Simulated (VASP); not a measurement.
GdN, 2 atoms in the cell. It takes space group Fm-3m (No. 225, cubic). The conventional cell has a = 5.019 Å, b = 5.019 Å, c = 5.019 Å, α = 90.00°, β = 90.00°, γ = 90.00°. Gd (site symmetry m-3m) has 6 N at 2.51 Å within 3.3 Å. N (site symmetry m-3m) has 6 Gd at 2.51 Å within 3.3 Å.  This cell differs from its parent crystal: volume scaled by 1.020.

| Item | Value |
| --- | --- |
| Program | VASP 6.6.1 |
| Task | single point |
| Functional | PBE |
| Potentials or basis | VASP PAW PBE potentials, release 64 (Gd, N) |
| Cutoff | 520 eV |
| k mesh | 12 × 12 × 12 |
| Occupations | gaussian, width 0.05 eV |
| Spin | collinear spin, ferromagnetic start |
| Starting moments | [7.55, 0.0] μB |
| Dipole correction | no |
| Further INCAR settings | ALGO = Normal; EDIFF = 1e-07; NBANDS = 22 |

Potentials or basis: VASP PAW PBE potentials, release 64 (Gd, N).

Launch:

```sh
$ cat potpaw_PBE.64/Gd/POTCAR potpaw_PBE.64/N/POTCAR > POTCAR
$ mpirun -np 1 vasp_std > vasp.out
```

Hardware: 1 thread of Intel(R) Xeon(R) Platinum 8375C CPU @ 2.90GHz (Ice Lake) (shared host).

How long does it take, and how much memory?

Run time: 4.9 min on 1 thread of Intel(R) Xeon(R) Platinum 8375C CPU @ 2.90GHz (Ice Lake), on a shared host, peak memory 0.24 GiB. Counts: scf iterations 35, k points 72.
